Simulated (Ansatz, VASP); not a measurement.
# As2Se in VASP and in Ansatz

```
CELL_PARAMETERS angstrom
3.90830 0.00000 0.00000
-1.95415 3.38469 0.00000
0.00000 0.00000 4.82341
ATOMIC_POSITIONS crystal
As 0.33333 0.66667 0.35178
As 0.66667 0.33333 0.64822
Se 0.00000 0.00000 0.00000
```

Change from the starting cell: species swapped into the PbI2 type (P-3m1, No. 164).

Alike in both runs: functional PBE; k mesh 6 × 6 × 4; occupations gaussian, width 0.2 eV; no spin polarisation.

Ansatz relaxed the structure, and its values are those at the end. VASP's run is a single point on that final structure, the one shown.

|  | VASP | Ansatz |
| --- | --- | --- |
| version | VASP 6.6.1 | Ansatz 0.2.0 |
| potentials or method | VASP PAW PBE potentials, release 64 (As, Se), cutoff 500 eV | scalar-relativistic, plane waves, PAW |
| valence electrons in the cell | 16 | 46 |

```csv
,VASP,Ansatz,Ansatz less VASP
gap on the k mesh at the Fermi level (eV),none,none,-
pressure (GPa),0.0,-0.1,-0.10
rms of the force components (eV/Å),0.005,0.001,-0.0039
```

A gap of «none» marks a metal or a gap that the smearing closes. VASP's potentials hold 16 valence electrons a cell and Ansatz's 46, so a difference there can come from the potentials and not from the codes.
